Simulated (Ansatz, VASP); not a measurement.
# ZrB in VASP and in Ansatz

```
Zr B
1.0
     0.00000    2.32500    2.32500
     2.32500    0.00000    2.32500
     2.32500    2.32500    0.00000
Zr B
1 1
Direct
  0.01344 0.98656 0.01344
  0.50000 0.50000 0.50000
```

Change from the starting cell: all Zr atoms moved +0.062 Å, as atom 1 along Cartesian [0 1 0].

Alike in both runs: task single point; functional PBE; k mesh 18 × 18 × 18; occupations gaussian, width 0.15 eV; no spin polarisation.

|  | VASP | Ansatz |
| --- | --- | --- |
| version | VASP 6.6.1 | Ansatz 0.2.0 |
| potentials or method | VASP PAW PBE potentials, release 64 (Zr_sv, B), cutoff 520 eV | scalar-relativistic, plane waves, PAW |
| valence electrons in the cell | 15 | 15 |

|  | VASP | Ansatz | Ansatz less VASP |
| --- | --- | --- | --- |
| gap on the k mesh at the Fermi level (eV) | none | none | - |
| rms of the force components (eV/Å) | 0.373 | 0.373 | -0.0005 |

Atom by atom the forces differ by 0.000 eV/Å (rms over components). A gap of «none» marks a metal or a gap that the smearing closes. With one functional, cell and mesh, what is left measures potentials, basis and numerics.
